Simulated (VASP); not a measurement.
# NaCuH3 (Pm-3m) in VASP: vibrations by perturbation theory with PBE

Aim: the vibrations by perturbation theory of NaCuH3 with PBE.

Program: VASP 6.6.1. These are calculated values, not measurements. Logs are shortened: lines on timing, memory, paths and dates and some standing lists are left out, and cuts for length are marked.

## (1) The cell of the first run

It takes space group Pm-3m (No. 221, cubic). Conventional cell: a = 3.505 Å, b = 3.505 Å, c = 3.505 Å, α = 90.00°, β = 90.00°, γ = 90.00°. Within 3.3 Å of Na (site symmetry m-3m) lie 12 H at 2.48 Å and 8 Cu at 3.04 Å. Within 2.3 Å of Cu (site symmetry m-3m) lie 6 H at 1.75 Å. Within 2.3 Å of H (site symmetry 4/mmm) lie 2 Cu at 1.75 Å.

## (2) Vibrations by perturbation theory, PBE

Input file INCAR:

```
SYSTEM = NaCuH3
PREC = Accurate ; ENCUT = 520
EDIFF = 1E-8 ; ISMEAR = -1
SIGMA = 0.15 ; LREAL = .FALSE.
LASPH = .TRUE. ; NELM = 60
ALGO = Normal ; ISIF = 2
LWAVE = .FALSE. ; LCHARG = .TRUE.
GGA = PE ; NBANDS = 18
IBRION = 8 ; NSW = 1
```

Input file KPOINTS:

```
Automatic mesh
0
G
  10 10 10
  0 0 0
```

Input file POSCAR:

```
NaCuH3
1.0
    3.5046817413      0.0000000000      0.0000000000
    0.0000000000      3.5046817413      0.0000000000
    0.0000000000      0.0000000000      3.5046817413
Na Cu H
1 1 3
Direct
    0.0000000000      0.0000000000      0.0000000000
    0.5000000000      0.5000000000      0.5000000000
    0.0000000000      0.5000000000      0.5000000000
    0.5000000000      0.0000000000      0.5000000000
    0.5000000000      0.5000000000      0.0000000000
```

Potentials or basis: VASP PAW PBE potentials, release 64 (Na_pv, Cu, H).

The run is started by

```bash
cat potpaw_PBE.64/Na_pv/POTCAR potpaw_PBE.64/Cu/POTCAR potpaw_PBE.64/H/POTCAR > POTCAR
mpirun -np 1 vasp_std > vasp.out
```

OUTCAR:

```text
SYSTEM = NaCuH3
   PREC = Accurate
   ENCUT = 520
   EDIFF = 1E-8
   ISMEAR = -1
   LREAL = .FALSE.
   LASPH = .TRUE.
   NELM = 60
   ISIF = 2
   GGA = PE
   IBRION = 8
   NSW = 1

 ion  position               nearest neighbor table
   1  0.000  0.000  0.000-
   2  0.500  0.500  0.500-   3 1.75   4 1.75   5 1.75   5 1.75   4 1.75   3 1.75
   3  0.000  0.500  0.500-   2 1.75   2 1.75
   4  0.500  0.000  0.500-   2 1.75   2 1.75
   5  0.500  0.500  0.000-   2 1.75   2 1.75

  LATTYP: Found a simple cubic cell.
 ALAT       =     3.5046817413

  Lattice vectors:

 A1 = (   3.5046817413,   0.0000000000,   0.0000000000)
 A2 = (   0.0000000000,   3.5046817413,   0.0000000000)
 A3 = (   0.0000000000,   0.0000000000,   3.5046817413)

Analysis of symmetry for initial positions (statically):
=====================================================================
 Subroutine PRICEL returns:
 Original cell was already a primitive cell.

 Routine SETGRP: Setting up the symmetry group for a
 simple cubic supercell.

 Subroutine GETGRP returns: Found 48 space group operations
 (whereof 48 operations were pure point group operations)
 out of a pool of 48 trial point group operations.

The static configuration has the point symmetry O_h .

Analysis of symmetry for dynamics (positions and initial velocities):
=====================================================================
 Subroutine PRICEL returns:
 Original cell was already a primitive cell.

[... 720 lines left out ...]
  ---------------------------------------------------
  ---------------------------------------------------
  free energy    TOTEN  =        -0.01649001 eV

  energy without entropy =       -0.01649001

------------------------ aborting loop because EDIFF is reached ----------------------------------------

 INTERNAL STRAIN TENSOR  FOR ION    3  DIRECTION 2   (eV/Angst):
 -----------------------------------------------------------------------------
    -0.00865  0.00000  0.00000
     0.00000  0.02273  0.00000
     0.00000  0.00000  0.00664

 INTERNAL STRAIN TENSOR FOR ION    5 for displacements in x,y,z  (eV/Angst):
          X           Y           Z          XY          YZ          ZX
  --------------------------------------------------------------------------------
  x     0.00000     0.00000     0.00000     0.00000     0.00000     0.00000
  y     0.00000     0.00000     0.00000     0.00000     0.00000     0.00000
  z     0.00000     0.00000     0.00000     0.00000     0.00000     0.00000

 SECOND DERIVATIVES (NOT SYMMETRIZED)
 ------------------------------------
               1X          1Y          1Z          2X          2Y          2Z          3X          3Y          3Z          4X          4Y          4Z          5X          5Y          5Z
  1X    -2.252782    0.000000    0.000000    1.020518   -0.000000   -0.000000    0.230542   -0.000000    0.000000    0.500861    0.000000   -0.000000    0.500861    0.000000    0.000000
  1Y     0.000000   -2.252782    0.000000    0.000000    1.020518   -0.000000    0.000000    0.500861   -0.000000   -0.000000    0.230542    0.000000    0.000000    0.500861    0.000000
  1Z    -0.000000    0.000000   -2.252782   -0.000000    0.000000    1.020518   -0.000000    0.000000    0.500861    0.000000    0.000000    0.500861   -0.000000   -0.000000    0.230542
  2X     1.051723   -0.000000    0.000000   -7.085812    0.000000   -0.000000    3.785048   -0.000000   -0.000000    1.124521   -0.000000    0.000000    1.124521    0.000000   -0.000000
  2Y    -0.000000    1.051723    0.000000    0.000000   -7.085812   -0.000000   -0.000000    1.124521    0.000000   -0.000000    3.785048    0.000000   -0.000000    1.124521   -0.000000
  2Z     0.000000    0.000000    1.051723   -0.000000   -0.000000   -7.085812   -0.000000    0.000000    1.124521    0.000000   -0.000000    1.124521   -0.000000   -0.000000    3.785048
  3X     0.245473    0.000000   -0.000000    3.769260    0.000000    0.000000   -5.581136    0.000000    0.000000    0.783201   -0.000000    0.000000    0.783201    0.000000    0.000000
  3Y     0.000000    0.515590    0.000000    0.000000    1.108119    0.000000    0.000000   -2.146673    0.000000    0.000000    0.782981    0.000000    0.000000   -0.260018    0.000000
  3Z     0.000000    0.000000    0.515590    0.000000    0.000000    1.108119    0.000000    0.000000   -2.146673    0.000000    0.000000   -0.260018    0.000000    0.000000    0.782981
  4X     0.515590    0.000000    0.000000    1.108119    0.000000    0.000000    0.782981    0.000000    0.000000   -2.146673    0.000000    0.000000   -0.260018    0.000000    0.000000
  4Y     0.000000    0.245473   -0.000000    0.000000    3.769260    0.000000    0.000000    0.783201    0.000000    0.000000   -5.581136    0.000000    0.000000    0.783201   -0.000000
  4Z     0.000000    0.000000    0.515590    0.000000    0.000000    1.108119    0.000000    0.000000   -0.260018    0.000000    0.000000   -2.146673    0.000000    0.000000    0.782981
  5X     0.515590    0.000000    0.000000    1.108119    0.000000    0.000000    0.782981    0.000000    0.000000   -0.260018    0.000000    0.000000   -2.146673    0.000000    0.000000
  5Y     0.000000    0.515590    0.000000    0.000000    1.108119    0.000000    0.000000   -0.260018    0.000000    0.000000    0.782981    0.000000    0.000000   -2.146673    0.000000
  5Z    -0.000000   -0.000000    0.245473    0.000000    0.000000    3.769260   -0.000000    0.000000    0.783201    0.000000   -0.000000    0.783201    0.000000    0.000000   -5.581136

 Eigenvectors and eigenvalues of the dynamical matrix
 ----------------------------------------------------

   1 f  =   38.152332 THz   239.718172 2PiTHz 1272.624811 cm-1   157.785296 meV
             X         Y         Z           dx          dy          dz
      0.000000  0.000000  0.000000    -0.000000   -0.000000   -0.000251
      1.752341  1.752341  1.752341     0.000000    0.000000   -0.067350
      0.000000  1.752341  1.752341    -0.000000    0.000000   -0.207720
      1.752341  0.000000  1.752341     0.000000   -0.000000   -0.207720
      1.752341  1.752341  0.000000     0.000000    0.000000    0.953503
[... 105 lines left out ...]
  15 f/i=    0.044817 THz     0.281592 2PiTHz    1.494924 cm-1     0.185347 meV
             X         Y         Z           dx          dy          dz
      0.000000  0.000000  0.000000    -0.005953   -0.513828    0.000333
      1.752341  1.752341  1.752341    -0.009710   -0.838095    0.000543
      0.000000  1.752341  1.752341    -0.001221   -0.105684    0.000068
      1.752341  0.000000  1.752341    -0.001224   -0.105380    0.000068
      1.752341  1.752341  0.000000    -0.001224   -0.105684    0.000068

--------------------------------------------------------------------------------------------------------

 ELASTIC MODULI CONTR FROM IONIC RELAXATION (kBar)
 Direction    XX          YY          ZZ          XY          YZ          ZX
 --------------------------------------------------------------------------------
 XX           0.0000      0.0000      0.0000      0.0000      0.0000      0.0000
 YY           0.0000      0.0000      0.0000      0.0000      0.0000      0.0000
 ZZ           0.0000      0.0000      0.0000      0.0000      0.0000      0.0000
 XY           0.0000      0.0000      0.0000      0.0000      0.0000      0.0000
 YZ           0.0000      0.0000      0.0000      0.0000      0.0000      0.0000
 ZX           0.0000      0.0000      0.0000      0.0000      0.0000      0.0000
 --------------------------------------------------------------------------------
```

OSZICAR:

```text
N       E                     dE             d eps       ncg     rms          rms(c)
DAV:   1     0.133660637395E+03    0.13366E+03   -0.10192E+04  2064   0.148E+03
DAV:   2    -0.101021023467E+02   -0.14376E+03   -0.13703E+03  2036   0.312E+02
DAV:   3    -0.179262966307E+02   -0.78242E+01   -0.77264E+01  2518   0.857E+01
[... 79 lines left out ...]
RMM:   8    -0.164893893923E-01   -0.96540E-06   -0.75964E-09 14273   0.420E-04    0.505E-05
RMM:   9    -0.164900217240E-01   -0.63233E-06   -0.11154E-09 15417   0.167E-04    0.233E-05
RMM:  10    -0.164899647279E-01    0.56996E-07   -0.21866E-09 16379   0.660E-05    0.567E-06
RMM:  11    -0.164900101941E-01   -0.45466E-07   -0.14478E-09 15595   0.372E-05    0.171E-06
RMM:  12    -0.164900097947E-01    0.39932E-09   -0.16329E-09 15712   0.242E-05    0.785E-07
 Linear response finished
```

Run time: 20 min. Hardware: 1 thread of Oxide Virtual Turin-like, shared host; peak memory 0.48 GiB.

What came out:

* Highest phonon frequency at Γ: 1273 cm⁻¹

Phonon frequencies in cm⁻¹ (negative: imaginary):
```csv
q point,frequencies
"(0.000, 0.000, 0.000)",-1 -1 -1 179 179 179 716 716 716 760 760 760 1273 1273 1273
```
